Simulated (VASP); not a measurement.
Input of a VASP 6.6.1 run:

INCAR

```
  PREC = Accurate
  ENCUT = 520
  EDIFF = 1E-7
  ISMEAR = 0
  SIGMA = 0.15
  LREAL = False
  LASPH = True
  NELM = 100
  ALGO = Fast
  ISIF = 2
  LWAVE = False
  LCHARG = False
  NBANDS = 18
```

KPOINTS

```
Automatic mesh
0
Gamma
  16 16 16
```

The input POSCAR:

```
TiAl3
1.0
   -1.8395210090      1.8395210090      4.4746348543
    1.8395210090     -1.8395210090      4.4746348543
    1.8395210090      1.8395210090     -4.4746348543
Ti Al
1 3
Direct
    0.0000000000      0.0000000000      0.0000000000
    0.5000000000      0.5000000000      0.0000000000
    0.7500000000      0.2500000000      0.5000000000
    0.2500000000      0.7500000000      0.5000000000
```

Potentials or basis: VASP PAW LDA potentials, release 64 (Ti_sv, Al).

Run with:

```sh
$ cat potpaw_LDA.64/Ti_sv/POTCAR potpaw_LDA.64/Al/POTCAR > POTCAR
$ mpirun -np 1 vasp_std > vasp.out
```

Predict the band gap on the k mesh.

zero (an odd number of electrons rules out a gap without spin polarisation).

Estimate the pressure.

1.2 GPa.

Stress tensor (GPa, compression positive):
```
  6.79   0.00   0.00
  0.00   6.79   0.00
  0.00   0.00 -10.00
```

Caveat: the stress differs along the axes, from -10 to 7 GPa.
